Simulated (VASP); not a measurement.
# YZn: single point with LDA

The system is YZn.

```
Y Zn
1.0
     0.00000    2.80674    2.80674
     2.80674    0.00000    2.80674
     2.80674    2.80674    0.00000
Y Zn
1 1
Cartesian
  0.0000 0.0000 0.0000
  2.8067 2.8067 2.8067
```

```yaml
Program: VASP 6.6.1
Task: single point
Functional: LDA
Potentials_or_basis: VASP PAW LDA potentials, release 64 (Y_sv, Zn)
Cutoff: 520 eV
k_mesh: 11 × 11 × 11
Occupations: fermi-dirac, width 0.05 eV
Spin: no spin polarisation
```

```yaml
Pressure: 5.8 GPa
Band_gap_on_the_k_mesh: zero (an odd number of electrons rules out a gap without spin polarisation)
```

Levels at points of the mesh, in eV from the Fermi level:
```
           k point  band 7  band 8  band 9  band 10  band 11  band 12  band 13  band 14  band 15  band 16
(0.00, 0.00, 0.00)   -7.48   -7.48   -7.48    -6.93     1.86     1.86     1.86     3.15     3.15     5.58
```

Wall time 78 s on 1 thread of Intel Xeon 8259CL, with other jobs on the host, peak memory 0.2 GiB.

Caveat: the cell stands under pressure.
